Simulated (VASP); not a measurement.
Input of a VASP 6.6.1 run:

Contents of INCAR:

```
SYSTEM = Ti
PREC     = Accurate       ! precision mode
ENCUT    = 600            ! plane-wave cutoff, eV
EDIFF    = 1E-6           ! SCF threshold, eV
ISMEAR   = -1             ! smearing method
SIGMA    = 0.1            ! smearing width, eV
LREAL    = .FALSE.        ! projectors in reciprocal space
LASPH    = .TRUE.         ! aspherical terms in the spheres
NELM     = 80             ! most SCF steps
ALGO     = Normal         ! electronic algorithm
ISIF     = 3              ! what is computed and relaxed
LWAVE    = .FALSE.        ! write WAVECAR
LCHARG   = .FALSE.        ! write CHGCAR
GGA      = PS             ! functional
IBRION   = 2              ! ionic algorithm
NSW      = 32             ! ionic steps
EDIFFG   = -0.005         ! ionic threshold
PSTRESS  = 3800.0
```

Contents of KPOINTS:

```
regular mesh
0
G
  19 19 19
  0 0 0
```

File POSCAR:

```
Ti
1.0
    1.9352515410      0.0000000000      0.0000000000
    0.0000000000      1.9352515410      0.0000000000
    0.0000000000      0.0000000000      1.9352515410
Ti
1
Direct
    0.0000000000      0.0000000000      0.0000000000
```

Potentials or basis: VASP PAW PBE potentials, release 64 (Ti_sv).

Command:

```bash
$ cat potpaw_PBE.64/Ti_sv/POTCAR > POTCAR
$ mpirun -np 1 vasp_std > vasp.out
```

(1) Predict the relaxed volume.

(2) What does it give for the space group after relaxing (to 0.1 Å)?

(3) What does it give for the relaxed cell?

(4) Estimate the band gap on the k mesh.

## Answers

(1) 7.37 Å³/atom.

(2) Pm-3m (No. 221).

(3) a = 1.946 Å, b = 1.946 Å, c = 1.946 Å, α = 90.00°, β = 90.00°, γ = 90.00°.

(4) zero (bands 6 and 7 overlap by 7.44 eV).

Caveat: the cell is relaxed towards a set pressure, so the run minimises the enthalpy, not the energy; atoms lie so close that the PAW spheres overlap strongly, which falsifies energies and pressures; the PAW data sets were made with another functional, which shifts forces and pressure a little.
